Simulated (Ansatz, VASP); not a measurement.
## Te2Mo: VASP beside Ansatz

```
Te Mo
1.0
     3.64599    0.00000    0.00000
    -1.82300    3.15752    0.00000
     0.00000    0.00000   15.20472
Te Mo
4 2
Direct
  0.33333 0.66667 0.63109
  0.66667 0.33333 0.13109
  0.33333 0.66667 0.86891
  0.66667 0.33333 0.36891
  0.33333 0.66667 0.25000
  0.66667 0.33333 0.75000
```

Change from the starting cell: strain +0.025 along x and y, +0.000 along z, atoms carried along.

Alike in both runs: task single point; functional PBE; k mesh 12 × 12 × 2; occupations gaussian, width 0.05 eV; no spin polarisation.

```csv
,VASP,Ansatz
version,VASP 6.6.1,Ansatz 0.2.0
potentials or method,"VASP PAW PBE potentials, release 64 (Te, Mo_sv), cutoff 520 eV","scalar-relativistic, plane waves, PAW"
valence electrons in the cell,52,92
```

```tsv
	VASP	Ansatz	Ansatz less VASP
gap on the k mesh at the Fermi level (eV)	0.86	0.86	+0.008
least direct gap on the mesh (eV)	0.88	0.88	+0.001
pressure (GPa)	-3.5	-3.5	-0.01
traceless stress, the component that is largest in VASP (GPa)	0.91	0.86	-0.048
rms of the force components (eV/Å)	0.181	0.187	+0.0060
```

Atom by atom the forces differ by 0.006 eV/Å (rms over components). VASP's potentials hold 52 valence electrons a cell and Ansatz's 92, so a difference there can come from the potentials and not from the codes.

Spin-orbit coupling is off throughout.
